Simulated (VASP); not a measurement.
# Yb (Fm-3m) in VASP: a series of runs

The runs below take Yb through single point, with PBEsol+U.

Everything below comes from runs of VASP 6.6.1. Logs are shortened: lines on timing, memory, paths and dates and some standing lists are left out, and cuts for length are marked.

## (1) The cell of the first run

It takes space group Fm-3m (No. 225, cubic). The conventional cell has a = 5.486 Å, b = 5.486 Å, c = 5.486 Å, α = 90.00°, β = 90.00°, γ = 90.00°. Within 5.1 Å of Yb (site symmetry m-3m) lie 12 Yb at 3.88 Å.

## (2) Single point, PBEsol+U, collinear spin, ferromagnetic start

POSCAR

```
Yb
1.0
    0.0000000000      2.7431000000      2.7431000000
    2.7431000000      0.0000000000      2.7431000000
    2.7431000000      2.7431000000      0.0000000000
Yb
1
Direct
    0.0000000000      0.0000000000      0.0000000000
```

INCAR.step1

```
PREC = Accurate ; ENCUT = 520
EDIFF = 1E-6 ; ISMEAR = -1
SIGMA = 0.05 ; LREAL = False
LASPH = True ; NELM = 150
ALGO = Normal ; ISIF = 2
LWAVE = False ; LCHARG = True
ISPIN = 2 ; MAGMOM = 1
LMAXMIX = 6 ; LDAU = True
LDAUTYPE = 2 ; LDAUL = 3
LDAUU = 6 ; LDAUJ = 0
LDAUPRINT = 1 ; GGA = PS
NBANDS = 22
```

KPOINTS.step1

```
regular mesh
0
Gamma
  8 8 8
```

INCAR.step2

```
PREC = Accurate ; ENCUT = 520
EDIFF = 1E-6 ; ISMEAR = -5
SIGMA = 0.05 ; LREAL = False
LASPH = True ; NELM = 150
ALGO = Normal ; ISIF = 2
LWAVE = False ; LCHARG = False
ISPIN = 2 ; MAGMOM = 1
LORBIT = 11 ; LMAXMIX = 6
LDAU = True ; LDAUTYPE = 2
LDAUL = 3 ; LDAUU = 6
LDAUJ = 0 ; LDAUPRINT = 1
GGA = PS ; NEDOS = 2001
ICHARG = 11
```

KPOINTS.step2

```
regular mesh
0
Gamma
  12 12 12
```

Potentials or basis: VASP PAW PBE potentials, release 64 (Yb).

On the command line:

```bash
$ cat potpaw_PBE.64/Yb/POTCAR > POTCAR
$ cp INCAR.step1 INCAR
$ cp KPOINTS.step1 KPOINTS
$ mpirun -np 1 vasp_std > vasp.out
$ cp INCAR.step2 INCAR
$ cp KPOINTS.step2 KPOINTS
$ mpirun -np 1 vasp_std > vasp.out
```

OUTCAR:

```text
PREC = Accurate
   ENCUT = 520
   EDIFF = 1E-6
   ISMEAR = -5
   LREAL = False
   LASPH = True
   NELM = 150
   ISIF = 2
   ISPIN = 2
   LORBIT = 11
   GGA = PS
   ICHARG = 11

 ion  position               nearest neighbor table
   1  0.000  0.000  0.000-

  LATTYP: Found a face centered cubic cell.
 ALAT       =     5.4862000000

  Lattice vectors:

 A1 = (   0.0000000000,   2.7431000000,   2.7431000000)
 A2 = (   2.7431000000,   0.0000000000,   2.7431000000)
 A3 = (   2.7431000000,   2.7431000000,   0.0000000000)

Analysis of symmetry for initial positions (statically):
=====================================================================
 Subroutine PRICEL returns:
 Original cell was already a primitive cell.

 Routine SETGRP: Setting up the symmetry group for a
 face centered cubic supercell.

 Subroutine GETGRP returns: Found 48 space group operations
 (whereof 48 operations were pure point group operations)
 out of a pool of 48 trial point group operations.

The static configuration has the point symmetry O_h .

Analysis of symmetry for dynamics (positions and initial velocities):
=====================================================================
 Subroutine PRICEL returns:
 Original cell was already a primitive cell.

 Routine SETGRP: Setting up the symmetry group for a
 face centered cubic supercell.

 Subroutine GETGRP returns: Found 48 space group operations
 (whereof 48 operations were pure point group operations)
 out of a pool of 48 trial point group operations.

The dynamic configuration has the point symmetry O_h .

Analysis of structural, dynamic, and magnetic symmetry:
=====================================================================
 Subroutine PRICEL returns:
 Original cell was already a primitive cell.

 Routine SETGRP: Setting up the symmetry group for a
 face centered cubic supercell.

 Subroutine GETGRP returns: Found 48 space group operations
 (whereof 48 operations were pure point group operations)
 out of a pool of 48 trial point group operations.

The overall configuration has the point symmetry O_h .

 Subroutine INISYM returns: Found 48 space group operations
 (whereof 48 operations are pure point group operations),
 and found     1 'primitive' translations

----------------------------------------------------------------------------------------

                                     Primitive cell

  volume of cell :      41.2814

  direct lattice vectors                    reciprocal lattice vectors
     0.000000000  2.743100000  2.743100000    -0.182275528  0.182275528  0.182275528
     2.743100000  0.000000000  2.743100000     0.182275528 -0.182275528  0.182275528
     2.743100000  2.743100000  0.000000000     0.182275528  0.182275528 -0.182275528

  length of vectors
     3.879329223  3.879329223  3.879329223     0.315710475  0.315710475  0.315710475

  position of ions in fractional coordinates (direct lattice)
     0.000000000  0.000000000  0.000000000

  ion indices of the primitive-cell ions
   primitive index   ion index
                 1           1

----------------------------------------------------------------------------------------

 KPOINTS: regular mesh

Automatic generation of k-mesh.
 Grid dimensions read from file:
 generate k-points for:   12   12   12

 Generating k-lattice:

  Cartesian coordinates                     Fractional coordinates (reciprocal lattice)
    -0.015189627  0.015189627  0.015189627     0.083333333  0.000000000  0.000000000
     0.015189627 -0.015189627  0.015189627     0.000000000  0.083333333  0.000000000
[... 51 lines left out ...]
   PREC   = accura    normal or accurate (medium, high low for compatibility)
   ISTART =      0    job   : 0-new  1-cont  2-samecut
   ICHARG =     11    charge: 1-file 2-atom 10-const
   ISPIN  =      2    spin polarized calculation?
   LNONCOLLINEAR =      F non collinear calculations
   LSORBIT =      F    spin-orbit coupling
   LASPH  =      T    aspherical Exc in radial PAW
   ENCUT  =  520.0 eV  38.22 Ry    6.18 a.u.   7.21  7.21  7.21*2*pi/ulx,y,z
   NELM   =    150;   NELMIN=  2; NELMDL=  0     # of ELM steps
   EDIFF  = 0.1E-05   stopping-criterion for ELM
   LREAL  =      F    real-space projection
   EDIFFG = 0.1E-04   stopping-criterion for IOM
   NSW    =      0    number of steps for IOM
   IBRION =     -1    ionic relax: 0-MD 1-quasi-New 2-CG
   NFREE  =      0    steps in history (QN), initial steepest desc. (CG)
   ISIF   =      2    stress and relaxation
   ISYM   =      2    0-nonsym 1-usesym 2-fastsym
   POTIM  = 0.5000    time-step for ionic-motion
   TEBEG  =    0.0;   TEEND  =   0.0 temperature during run
   PSTRESS=    0.0 pullay stress
   NELECT =      24.0000    total number of electrons
   NUPDOWN=      -1.0000    fix difference up-down
   EMIN   =  10.00;   EMAX   =-10.00  energy-range for DOS
   EFERMI =   0.00;   METHOD = LEGACY
   ISMEAR =    -5;   SIGMA  =   0.05  broadening in eV -4-tet -1-fermi 0-gaus
   EFERMI_NEDOS =   21; number of points for ismear=-14 and -15
   IALGO  =     38    algorithm
   IMIX   =      4    mixing-type and parameters
     AMIX     =   0.40;   BMIX     =  1.00
     AMIX_MAG =   1.60;   BMIX_MAG =  1.00
  volume/ion in A,a.u.               =      41.28       278.58
  Fermi-wavevector in a.u.,A,eV,Ry     =   1.366345  2.582017 25.400687  1.866898
  Thomas-Fermi vector in A             =   2.492493
   LORBIT       =     11    0 simple, 1 ext, 2 COOP (PROOUT), +10 PAW based schemes
 LDA+U is selected, type is set to LDAUTYPE =  2
   angular momentum for each species LDAUL =     3
   U (eV)           for each species LDAUU =   6.0
   J (eV)           for each species LDAUJ =   0.0
   GGA     = PS    functional components
   LHFCALC =     F    Hartree Fock is set to
   AEXX    =    0.0000 exact exchange contribution
   IVDW    =     0    specifies the selected vdW correction
   LEPSILON=     F    determine dielectric tensor
   LRPA    =     F    only Hartree local field effects (RPA)
 spin polarized calculation
 Fermi weights with tetrahedron method with Bloechl corrections
  energy-cutoff  :      520.00
  volume of cell :       41.28
 maximum number of plane-waves:      1139
 NGX is ok and might be reduce to    30

atom =   1  type =  1  l = 3

 onsite density matrix

spin component  1

  0.9881  0.0000 -0.0006 -0.0000 -0.0000 -0.0000  0.0000
  0.0000  0.9850 -0.0000 -0.0000 -0.0000  0.0000 -0.0000
 -0.0006 -0.0000  0.9883  0.0000 -0.0000 -0.0000 -0.0000
 -0.0000 -0.0000  0.0000  0.9876  0.0000  0.0000 -0.0000
 -0.0000 -0.0000 -0.0000  0.0000  0.9883  0.0000  0.0006
 -0.0000  0.0000 -0.0000  0.0000  0.0000  0.9888  0.0000
  0.0000 -0.0000 -0.0000 -0.0000  0.0006  0.0000  0.9881

spin component  2

  0.9880  0.0000 -0.0006 -0.0000  0.0000 -0.0000  0.0000
  0.0000  0.9850 -0.0000 -0.0000 -0.0000 -0.0000 -0.0000
 -0.0006 -0.0000  0.9883  0.0000 -0.0000 -0.0000 -0.0000
 -0.0000 -0.0000  0.0000  0.9876  0.0000  0.0000 -0.0000
  0.0000 -0.0000 -0.0000  0.0000  0.9883  0.0000  0.0006
 -0.0000 -0.0000 -0.0000  0.0000  0.0000  0.9887  0.0000
  0.0000 -0.0000 -0.0000 -0.0000  0.0006  0.0000  0.9880

 occupancies and eigenvectors

  o =  0.9850  v =  0.0000  0.0000  0.0000  0.0000  0.0000  0.0000  0.0000 -0.0000 -1.0000 -0.0000  0.0000  0.0000  0.0000 -0.0000      0.0000  0.0000  0.0000  0.0000  0.0000  0.0000  0.0000  0.0000  0.0000  0.0000  0.0000  0.0000  0.0000  0.0000
  o =  0.9850  v = -0.0000 -1.0000 -0.0000  0.0000 -0.0000  0.0000 -0.0000  0.0000  0.0000  0.0000  0.0000  0.0000  0.0000  0.0000      0.0000  0.0000  0.0000  0.0000  0.0000  0.0000  0.0000  0.0000  0.0000  0.0000  0.0000  0.0000  0.0000  0.0000
  o =  0.9876  v =  0.0000  0.0000  0.0000  0.0000  0.0000  0.0000  0.0000  0.0000  0.0000  0.0000  1.0000  0.0000 -0.0000 -0.0000      0.0000  0.0000  0.0000  0.0000  0.0000  0.0000  0.0000  0.0000  0.0000  0.0000  0.0000  0.0000  0.0000  0.0000
  o =  0.9876  v =  0.0000  0.0000  0.0000  0.0000  0.0000  0.0000  0.0000  0.7906 -0.0000  0.6124 -0.0000  0.0002  0.0000 -0.0003      0.0000  0.0000  0.0000  0.0000  0.0000  0.0000  0.0000  0.0000  0.0000  0.0000  0.0000  0.0000  0.0000  0.0000
  o =  0.9876  v =  0.0000  0.0000  0.0000  0.0000  0.0000  0.0000  0.0000  0.0003 -0.0000  0.0002  0.0000 -0.6124 -0.0000  0.7906      0.0000  0.0000  0.0000  0.0000  0.0000  0.0000  0.0000  0.0000  0.0000  0.0000  0.0000  0.0000  0.0000  0.0000
  o =  0.9876  v =  0.0000  0.0000  0.0000  1.0000  0.0000  0.0000 -0.0000  0.0000  0.0000  0.0000  0.0000  0.0000  0.0000  0.0000      0.0000  0.0000  0.0000  0.0000  0.0000  0.0000  0.0000  0.0000  0.0000  0.0000  0.0000  0.0000  0.0000  0.0000
  o =  0.9876  v =  0.7906 -0.0000  0.6124 -0.0000  0.0003  0.0000 -0.0004  0.0000  0.0000  0.0000  0.0000  0.0000  0.0000  0.0000      0.0000  0.0000  0.0000  0.0000  0.0000  0.0000  0.0000  0.0000  0.0000  0.0000  0.0000  0.0000  0.0000  0.0000
  o =  0.9876  v =  0.0004  0.0000  0.0003  0.0000 -0.6124  0.0000  0.7906  0.0000  0.0000  0.0000  0.0000  0.0000  0.0000  0.0000      0.0000  0.0000  0.0000  0.0000  0.0000  0.0000  0.0000  0.0000  0.0000  0.0000  0.0000  0.0000  0.0000  0.0000
  o =  0.9887  v =  0.0000  0.0000  0.0000  0.0000  0.0000  0.0000  0.0000  0.0000 -0.0000 -0.0000 -0.0000 -0.0000 -1.0000 -0.0000      0.0000  0.0000  0.0000  0.0000  0.0000  0.0000  0.0000  0.0000  0.0000  0.0000  0.0000  0.0000  0.0000  0.0000
  o =  0.9887  v =  0.0000  0.0000  0.0000  0.0000  0.0000  0.0000  0.0000 -0.6124 -0.0000  0.7906  0.0000  0.0005 -0.0000  0.0004      0.0000  0.0000  0.0000  0.0000  0.0000  0.0000  0.0000  0.0000  0.0000  0.0000  0.0000  0.0000  0.0000  0.0000
  o =  0.9887  v =  0.0000  0.0000  0.0000  0.0000  0.0000  0.0000  0.0000  0.0004  0.0000 -0.0005 -0.0000  0.7906 -0.0000  0.6124      0.0000  0.0000  0.0000  0.0000  0.0000  0.0000  0.0000  0.0000  0.0000  0.0000  0.0000  0.0000  0.0000  0.0000
  o =  0.9888  v =  0.0000 -0.0000 -0.0000  0.0000  0.0000 -1.0000  0.0000  0.0000  0.0000  0.0000  0.0000  0.0000  0.0000  0.0000      0.0000  0.0000  0.0000  0.0000  0.0000  0.0000  0.0000  0.0000  0.0000  0.0000  0.0000  0.0000  0.0000  0.0000
  o =  0.9888  v = -0.6124 -0.0000  0.7906  0.0000  0.0010 -0.0000  0.0008  0.0000  0.0000  0.0000  0.0000  0.0000  0.0000  0.0000      0.0000  0.0000  0.0000  0.0000  0.0000  0.0000  0.0000  0.0000  0.0000  0.0000  0.0000  0.0000  0.0000  0.0000
  o =  0.9888  v =  0.0008 -0.0000 -0.0010  0.0000  0.7906  0.0000  0.6124  0.0000  0.0000  0.0000  0.0000  0.0000  0.0000  0.0000      0.0000  0.0000  0.0000  0.0000  0.0000  0.0000  0.0000  0.0000  0.0000  0.0000  0.0000  0.0000  0.0000  0.0000

 number of electron      23.9999992 magnetization       0.0001742

 Free energy of the ion-electron system (eV)
  ---------------------------------------------------
  ext. energy  EPLUGINS =         0.00000000
  ---------------------------------------------------
  free energy    TOTEN  =        -3.08609433 eV

  energy without entropy =       -3.08609433  energy(sigma->0) =       -3.08609433

 E-fermi :   1.1054     XC(G=0):  -8.8899

 val. band max:        1.1465302164   @ k =  -0.2500   0.5000   0.2500
 cond. band min:       1.0812677946   @ k =  -0.4167   0.2500   0.0000
 fundamental gap:     -0.0652624218
 Fermi energy:         1.1054469953

 spin component 1

 k-point     1 :       0.0000    0.0000    0.0000
  band No.  band energies     occupation
      1     -49.8203      1.00000
      2     -22.2653      1.00000
      3     -22.2653      1.00000
      4     -22.2653      1.00000
      5      -3.7689      1.00000
      6      -0.6319      1.00000
[... 943 lines left out ...]
      6      -0.6118      1.00000
[... 9 lines left out ...]
     16       6.8821      0.00000
     17       7.1272      0.00000

 [... further k-points ...]
[... 5 lines left out ...]
  --------------------------------------------------------------------------------------
  -------------------------------------------------------------------------------------
  Total       -0.0580676     -0.0580676     -0.0580676      0.0000000     -0.0000000      0.0000000
  in kB       -2.2536667     -2.2536667     -2.2536667      0.0000000     -0.0000000      0.0000000
  external PRESSURE =      -2.2536667 kB  Pullay stress =       0.0000000 kB

 VOLUME and BASIS-vectors are now :
 -----------------------------------------------------------------------------
  energy-cutoff  :      520.00
  volume of cell :       41.28
      direct lattice vectors                 reciprocal lattice vectors
     0.000000000  2.743100000  2.743100000    -0.182275528  0.182275528  0.182275528
     2.743100000  0.000000000  2.743100000     0.182275528 -0.182275528  0.182275528
     2.743100000  2.743100000  0.000000000     0.182275528  0.182275528 -0.182275528

 POSITION                                       TOTAL-FORCE (eV/Angst)
 -----------------------------------------------------------------------------------
      0.00000      0.00000      0.00000         0.000000      0.000000      0.000000
 -----------------------------------------------------------------------------------
    total drift:                               -0.000000      0.000000     -0.000000

  FREE ENERGIE OF THE ION-ELECTRON SYSTEM (eV)
  ---------------------------------------------------
  free  energy   TOTEN  =        -3.0860943298 eV

  energy  without entropy=       -3.0860943298  energy(sigma->0) =       -3.08609433

 total charge

# of ion       s       p       d       f       tot
--------------------------------------------------
    1        2.207   5.997   0.173  13.822  22.199

 magnetization (x)

# of ion       s       p       d       f       tot
--------------------------------------------------
    1        0.000  -0.000   0.000   0.000   0.000
```

Run time: 3.1 min. Hardware: 1 thread of Oxide Virtual Turin-like, shared host; peak memory 0.21 GiB.

What came out:

- Net moment: 0.00 μB per cell
- Valence electrons inside the program's atomic spheres: Yb 22.20

Eigenvalues of the final occupation matrices:
| site | spin | trace | eigenvalues |
| --- | --- | --- | --- |
| site 1 f | 1 | 6.91 | 0.99 0.99 0.99 0.99 0.99 0.99 0.99 |
| site 1 f | 2 | 6.91 | 0.99 0.99 0.99 0.99 0.99 0.99 0.99 |

Caveat: the PAW data sets were made with another functional, which shifts forces and pressure a little; spin-orbit coupling is left out, which moves the levels of the heavy elements. The state reached can hang on the start; a lower one may exist.

(Part 1 of 2 ends here.)
